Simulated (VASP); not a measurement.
Here is a VASP 6.6.1 calculation.

Contents of INCAR:

```
SYSTEM = Sc3BN2
  PREC = Accurate
  ENCUT = 600
  EDIFF = 1E-6
  ISMEAR = 0
  SIGMA = 0.1
  LREAL = .FALSE.
  LASPH = .TRUE.
  NELM = 80
  ALGO = Normal
  ISIF = 3
  LWAVE = .FALSE.
  LCHARG = .FALSE.
  GGA = PE
  IBRION = 2
  NSW = 90
  EDIFFG = -0.04
```

The input KPOINTS:

```
regular mesh
0
G
  6 6 4
  0 0 0
```

POSCAR

```
Sc3BN2
1.0
    4.9330530500      0.0000000000      0.0000000000
   -2.4665265300      4.2721492600      0.0000000000
    0.0000000000      0.0000000000      4.1279423100
Sc B N
3 1 2
Direct
    0.5000000000      0.0000000000      0.0000000000
    0.0000000000      0.5000000000      0.0000000000
    0.5000000000      0.5000000000      0.0000000000
    0.0000000000      0.0000000000      0.0000000000
    0.0000000000      0.0000000000      0.3390704000
    0.0000000000      0.0000000000      0.6609296000
```

Potentials or basis: VASP PAW PBE potentials, release 64 (Sc_sv, B, N).

The run is started by

```sh
$ cat potpaw_PBE.64/Sc_sv/POTCAR potpaw_PBE.64/B/POTCAR potpaw_PBE.64/N/POTCAR > POTCAR
$ mpirun -np 1 vasp_std > vasp.out
```

Task: Predict the band gap on the k mesh.

Result: Zero (bands 23 and 24 overlap by 0.89 eV).

Task: Estimate the relaxed cell.

Result: a = 5.848 Å, b = 5.848 Å, c = 3.887 Å, α = 90.00°, β = 90.00°, γ = 120.00°.

Task: What does it give for the relaxed volume?

Result: 19.19 Å³/atom.

Task: Predict the space group after relaxing (to 0.1 Å).

Result: P6/mmm (No. 191).

The path:
| step | energy change (eV) | largest force (eV/Å) | pressure (GPa) | volume (Å³) |
| --- | --- | --- | --- | --- |
| 1 | 0.0000 | 1.2801 | 15.45 | 87.00 |
| 2 | -1.9431 | 7.8870 | 4.38 | 105.11 |
| 3 | -1.9431 | 7.8895 | 4.41 | 105.12 |
| 4 | -2.5969 | 0.2973 | -1.49 | 114.66 |
| 5 | -2.5994 | 0.8510 | -1.73 | 115.50 |
| 6 | -2.5995 | 0.7122 | -1.67 | 115.29 |
| 7 | -2.6332 | 0.3852 | -0.99 | 115.77 |
| 8 | -2.6403 | 0.1497 | -0.46 | 116.08 |
| 9 | -2.6403 | 0.1375 | -0.43 | 116.10 |
| 10 | -2.6409 | 0.0811 | -0.33 | 115.83 |
| 11 | -2.6410 | 0.1250 | -0.32 | 115.78 |
| 12 | -2.6415 | 0.0503 | -0.16 | 115.44 |
| 13 | -2.6417 | 0.0235 | -0.01 | 115.12 |

Caveat: the k points lie up to 0.40 Å⁻¹ apart in the final cell, too coarse for converged energies and pressures of a metal; the volume moved by over 15 % at a fixed basis, so the end points are rough.
